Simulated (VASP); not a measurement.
Write the native input for VASP 6.6.1 that does the following.

```
Task                   : single point
Functional             : PBE
Potentials or basis    : VASP PAW PBE potentials, release 64 (Zn)
Cutoff                 : 520 eV
k mesh                 : 17 × 17 × 17
Occupations            : fermi-dirac, width 0.08 eV
Spin                   : no spin polarisation
Dipole correction      : no
Further INCAR settings : ALGO = Normal; EDIFF = 1e-07; NBANDS = 12
```

The structure of Zn lies in POSCAR:

```
Zn
1.0
    1.9374271523      0.0000000000      0.0000000000
    0.0000000000      1.9374271523      0.0000000000
    0.0000000000      0.0000000000      1.9374271523
Zn
1
Direct
    0.0000000000      0.0000000000      0.0000000000
```

This cell differs from its parent crystal: volume scaled by 0.4.

These files were run (other wordings do the same):

INCAR

```
SYSTEM = Zn
PREC = Accurate
ENCUT = 520
EDIFF = 1E-7
ISMEAR = -1
SIGMA = 0.08
LREAL = .False.
LASPH = .True.
NELM = 60
ALGO = Normal
ISIF = 2
LWAVE = .False.
LCHARG = .False.
GGA = PE
NBANDS = 12
```

KPOINTS

```
regular mesh
0
Gamma
  17 17 17
  0 0 0
```

Potentials or basis: VASP PAW PBE potentials, release 64 (Zn).

Launch:

```bash
$ cat potpaw_PBE.64/Zn/POTCAR > POTCAR
$ mpirun -np 1 vasp_std > vasp.out
```

It gave:

The pressure is 437.1 GPa and the band gap on the k mesh is zero (band 6 reaches 21.04 eV, above the bottom of band 7 at 9.93 eV).

It took 17 s on 1 thread of AMD EPYC 7R13 (shared host), peak memory 0.09 GiB.
